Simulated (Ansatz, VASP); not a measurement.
Two plane-wave programs on MgO

The input POSCAR:

```
MgO
1.0
    0.0000000000      2.0809329073      2.0809329073
    2.0809329073      0.0000000000      2.0809329073
    2.0809329073      2.0809329073      0.0000000000
Mg O
1 1
Direct
    0.0000000000      0.0000000000      0.0000000000
    0.5000000000      0.5000000000      0.5000000000
```

The input INCAR.step1:

```
ALGO = Normal ; EDIFF = 1E-5
ENCUT = 660 ; GGA = PE
GGA_COMPAT = False ; ISMEAR = 0
LASPH = True ; LCHARG = False
LREAL = False ; LWAVE = True
NBANDS = 15 ; NELM = 120
PREC = Accurate ; SIGMA = 0.02
```

File INCAR.step2:

```
ALGO = Normal ; EDIFF = 1E-6
ENCUT = 660 ; GGA_COMPAT = False
ISIF = 2 ; ISMEAR = 0
ISTART = 1 ; LASPH = True
LCHARG = False ; LMIXTAU = True
LREAL = False ; LWAVE = False
METAGGA = R2SCAN ; NBANDS = 15
NELM = 120 ; PREC = Accurate
SIGMA = 0.02
```

File KPOINTS:

```
k-points
0
Gamma
  10 10 10
```

Input for Ansatz:

```yaml
crystal:
  lattice:
    - [0.0, 2.0809329073, 2.0809329073]
    - [2.0809329073, 0.0, 2.0809329073]
    - [2.0809329073, 2.0809329073, 0.0]
  atoms:
    - { symbol: Mg, position: [0.0, 0.0, 0.0] }
    - { symbol: O, position: [0.5, 0.5, 0.5] }
basis:
  ecutwfc: 500
kpoints:
  mp_grid: { grid: [10, 10, 10] }
hamiltonian:
  xc: r2scan
scf:
  occupations: { method: gaussian, width: 0.02 }
output:
  forces: true
  stress: true
  eigenvalues: true
```

Alike in both runs: task single point; functional r2SCAN; k mesh 10 × 10 × 10; occupations gaussian, width 0.02 eV; no spin polarisation.

```csv
,VASP,Ansatz
version,VASP 6.6.1,Ansatz 0.2.0
potentials or method,"VASP PAW PBE potentials, release 64 (Mg_sv, O), cutoff 660 eV","scalar-relativistic, plane waves, PAW"
valence electrons in the cell,16,16
```

```csv
,VASP,Ansatz,Ansatz less VASP
gap on the k mesh at the Fermi level (eV),6.03,6.00,-0.028
least direct gap on the mesh (eV),6.03,6.00,-0.028
pressure (GPa),4.9,5.4,+0.48
```

VASP's potentials were made for PBE, not for r2SCAN. The functional is the same, so the differences come from potentials, cutoffs and numerics.
